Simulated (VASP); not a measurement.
Input of a VASP 6.6.1 run:

File POSCAR:

```
As
1.0
    2.7036817444      0.0000000000      0.0000000000
    0.0000000000      2.7036817444      0.0000000000
    0.0000000000      0.0000000000      2.6225712921
As
1
Direct
    0.5000000000      0.5000000000      0.5000000000
```

The input INCAR.step1:

```
PREC = Accurate
ENCUT = 520
ISMEAR = 0
SIGMA = 0.15
LREAL = F
LASPH = T
NELM = 100
NBANDS = 8
GGA = PE
ALGO = Normal
EDIFF = 1E-4
LWAVE = T
LCHARG = F
```

INCAR.step2

```
PREC = Accurate
ENCUT = 520
EDIFF = 1E-7
ISMEAR = 0
SIGMA = 0.15
LREAL = F
LASPH = T
NELM = 100
ALGO = Normal
ISIF = 2
LWAVE = F
LCHARG = F
METAGGA = R2SCAN
LMIXTAU = T
NBANDS = 8
ISTART = 1
```

KPOINTS

```
Automatic mesh
0
Gamma
  18 18 18
```

Potentials or basis: VASP PAW PBE potentials, release 64 (As).

Command:

```bash
$ cat potpaw_PBE.64/As/POTCAR > POTCAR
$ cp INCAR.step1 INCAR
$ mpirun -np 1 vasp_std > vasp.out
$ cp INCAR.step2 INCAR
$ mpirun -np 1 vasp_std > vasp.out
```

(1) What does it give for the pressure?

(2) Estimate the band gap on the k mesh.

Results:

(1) 3.3 GPa.

(2) zero (an odd number of electrons rules out a gap without spin polarisation).

Caveat: the cell differs from its parent crystal (strain +0.000 along x and y, -0.030 along z); the stress differs along the axes, from 1 to 7 GPa; the PAW data sets were made with another functional, which shifts forces and pressure a little.
